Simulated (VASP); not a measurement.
# Si2W (I4/mmm) in VASP: notebook, part 2 of 2

VASP 6.6.1. The steps go on from the part before.

### 4 Single point, r2SCAN

This run uses another cell than the first one, of 13.48 Å³/atom.

POSCAR

```
Si2W
1.0
   -1.6069000000      1.6069000000      3.9149500000
    1.6069000000     -1.6069000000      3.9149500000
    1.6069000000      1.6069000000     -3.9149500000
W Si
1 2
Direct
    0.0000000000      0.0000000000      0.0000000000
    0.6653000000      0.6653000000      0.0000000000
    0.3347000000      0.3347000000      0.0000000000
```

INCAR.step1

```
SYSTEM = Si2W
PREC = Accurate
ENCUT = 520
ISMEAR = -1
SIGMA = 0.05
LREAL = .False.
LASPH = .True.
NELM = 80
NBANDS = 18
GGA = PE
ALGO = Normal
EDIFF = 1E-4
LWAVE = .True.
LCHARG = .False.
```

INCAR.step2

```
SYSTEM = Si2W
PREC = Accurate
ENCUT = 520
EDIFF = 1E-6
ISMEAR = -1
SIGMA = 0.05
LREAL = .False.
LASPH = .True.
NELM = 80
ALGO = Normal
ISIF = 2
LWAVE = .False.
LCHARG = .True.
METAGGA = R2SCAN
LMIXTAU = .True.
LELF = .True.
LVHAR = .True.
NBANDS = 18
ISTART = 1
```

KPOINTS

```
Automatic mesh
0
Gamma
  12 12 12
  0 0 0
```

Started as:

```bash
> cat potpaw_PBE.64/W_sv/POTCAR potpaw_PBE.64/Si/POTCAR > POTCAR
> cp INCAR.step1 INCAR
> mpirun -np 1 vasp_std > vasp.out
> cp INCAR.step2 INCAR
> mpirun -np 1 vasp_std > vasp.out
```

Wall time 9.3 min (1 thread of Intel Xeon Platinum 8375C at 2.90GHz (Ice Lake), shared host); peak memory 0.29 GiB.

The run converged. Its results:

```
Free energy            : -69.8149 eV
Pressure               : -0.9 GPa
Largest force          : 0.012 eV/Å
Band gap on the k mesh : zero (bands 11 and 12 overlap by 1.34 eV)
```

Forces in eV/Å, atoms in the order of the input:
```
W    0.000  0.000  0.000
Si   0.000  0.000 -0.012
Si   0.000  0.000  0.012
```

Stress tensor (GPa, compression positive):
```
-0.47  0.00  0.00
 0.00 -0.47  0.00
 0.00  0.00 -1.89
```

Levels at points of the mesh, in eV from the Fermi level:
```csv
k point,band 7,band 8,band 9,band 10,band 11,band 12,band 13,band 14,band 15,band 16
"(0.00, 0.00, 0.00)",-3.88,-3.39,-3.04,-3.04,0.60,3.01,3.18,3.20,3.20,4.95
"(0.50, 0.00, 0.00)",-6.03,-5.21,-2.99,-2.87,-0.49,2.93,2.98,4.16,4.77,5.41
"(0.50, 0.50, 0.00)",-6.40,-5.70,-5.32,-3.47,-2.00,3.01,3.27,3.40,4.13,4.50
"(0.50, 0.50, 0.50)",-3.95,-2.67,-0.96,-0.96,-0.54,-0.54,0.79,4.85,5.50,6.68
```

Caveat: the PAW data sets were made with another functional, which shifts forces and pressure a little; spin-orbit coupling is left out, which moves the levels of the heavy elements.

### 5 Relaxation of cell and atoms, r2SCAN

This run uses another cell than the first one, of 13.48 Å³/atom.

POSCAR is that of step 4.

INCAR.step1

```
SYSTEM = Si2W
PREC     = Accurate       ! precision mode
ENCUT    = 600            ! plane-wave cutoff, eV
ISMEAR   = -1             ! smearing method
SIGMA    = 0.05           ! smearing width, eV
LREAL    = .FALSE.        ! projectors in reciprocal space
LASPH    = .TRUE.         ! aspherical terms in the spheres
NELM     = 60             ! most SCF steps
GGA      = PE             ! functional
ALGO     = Normal         ! electronic algorithm
EDIFF    = 1E-4           ! SCF threshold, eV
LWAVE    = .TRUE.         ! write WAVECAR
LCHARG   = .FALSE.        ! write CHGCAR
```

INCAR.step2

```
SYSTEM = Si2W
PREC     = Accurate       ! precision mode
ENCUT    = 600            ! plane-wave cutoff, eV
EDIFF    = 1E-6           ! SCF threshold, eV
ISMEAR   = -1             ! smearing method
SIGMA    = 0.05           ! smearing width, eV
LREAL    = .FALSE.        ! projectors in reciprocal space
LASPH    = .TRUE.         ! aspherical terms in the spheres
NELM     = 60             ! most SCF steps
ALGO     = Normal         ! electronic algorithm
ISIF     = 3              ! what is computed and relaxed
LWAVE    = .FALSE.        ! write WAVECAR
LCHARG   = .FALSE.        ! write CHGCAR
METAGGA  = R2SCAN         ! meta-GGA
LMIXTAU  = .TRUE.       
IBRION   = 2              ! ionic algorithm
NSW      = 60             ! ionic steps
EDIFFG   = -0.01          ! ionic threshold
ISTART   = 1
```

KPOINTS

```
Automatic mesh
0
G
  12 12 12
  0 0 0
```

Started as:

```bash
> cat potpaw_PBE.64/W_sv/POTCAR potpaw_PBE.64/Si/POTCAR > POTCAR
> cp INCAR.step1 INCAR
> mpirun -np 1 vasp_std > vasp.out
> cp INCAR.step2 INCAR
> mpirun -np 1 vasp_std > vasp.out
```

It took 12 min on 1 thread of Intel Xeon 6975P-C (Granite Rapids), shared host; peak memory 0.32 GiB.

The run converged. Its results:

- Free energy: -69.8159 eV
- Relaxed volume: 13.43 Å³/atom
- Relaxed cell: a = 4.516 Å, b = 4.516 Å, c = 4.516 Å, α = 138.32°, β = 138.32°, γ = 60.41°
- Space group after relaxing (to 0.1 Å): I4/mmm (No. 139)
- Energy gained by relaxing: 0.3 meV/atom
- Ionic steps: 5
- Pressure after relaxing: 0.0 GPa
- Band gap on the k mesh: zero (bands 11 and 12 overlap by 1.33 eV)

Step by step:
| step | energy change (eV) | largest force (eV/Å) | pressure (GPa) | volume (Å³) |
| --- | --- | --- | --- | --- |
| 1 | 0.0000 | 0.0119 | -0.94 | 40.44 |
| 2 | 0.0015 | 0.0374 | 1.97 | 39.97 |
| 3 | -0.0008 | 0.0061 | 0.11 | 40.27 |
| 4 | -0.0008 | 0.0005 | -0.09 | 40.30 |
| 5 | -0.0008 | 0.0020 | 0.00 | 40.29 |

Final structure:
```
W Si
1.0
    -1.60644    1.60644    3.90262
     1.60644   -1.60644    3.90262
     1.60644    1.60644   -3.90262
W Si
1 2
Direct
  0.00000 0.00000 0.00000
  0.66529 0.66529 0.00000
  0.33471 0.33471 0.00000
```

Levels at points of the mesh, in eV from the Fermi level:
```csv
k point,band 7,band 8,band 9,band 10,band 11,band 12,band 13,band 14,band 15
"(0.00, 0.00, 0.00)",-3.82,-3.40,-3.06,-3.06,0.59,3.03,3.17,3.19,3.19
"(0.50, 0.00, 0.00)",-6.02,-5.21,-3.01,-2.87,-0.50,2.92,2.99,4.21,4.83
"(0.50, 0.50, 0.00)",-6.42,-5.69,-5.33,-3.46,-2.00,3.06,3.28,3.42,4.19
"(0.50, 0.50, 0.50)",-3.97,-2.68,-0.97,-0.97,-0.53,-0.53,0.79,4.93,5.58
```

Caveat: the PAW data sets were made with another functional, which shifts forces and pressure a little; spin-orbit coupling is left out, which moves the levels of the heavy elements.

### 6 Summary

| task | cell | cutoff (eV) | gap on the mesh (eV) | pressure (GPa) | largest force (eV/Å) |
| --- | --- | --- | --- | --- | --- |
| single point | a = 4.466 Å, angles 138.4, 138.4, 60.3°, 3 atoms | 520 | none | 9.5 | 0.12 |
| single point | a = 4.496 Å, angles 138.4, 138.4, 60.3°, 3 atoms | 520 | none | 4.0 | 0.05 |
| single point | a = 4.527 Å, angles 138.4, 138.4, 60.3°, 3 atoms | 520 | none | -0.9 | 0.01 |
| relaxation of cell and atoms | relaxed from a = 4.527 Å, angles 138.4, 138.4, 60.3°, 3 atoms | 600 | none | 0.0 | - |

Alike in all rows: level r2SCAN; potentials or basis VASP PAW PBE potentials, release 64 (W_sv, Si); no spin polarisation; k mesh 12 × 12 × 12; smearing fermi-dirac 0.05 eV.

Caveats: the PAW data sets were made with another functional, which shifts forces and pressure a little; spin-orbit coupling is left out, which moves the levels of the heavy elements; the cell stands under pressure (at least some runs).

Total energies depend on the potentials used, so only differences within one code and one set of settings carry meaning.
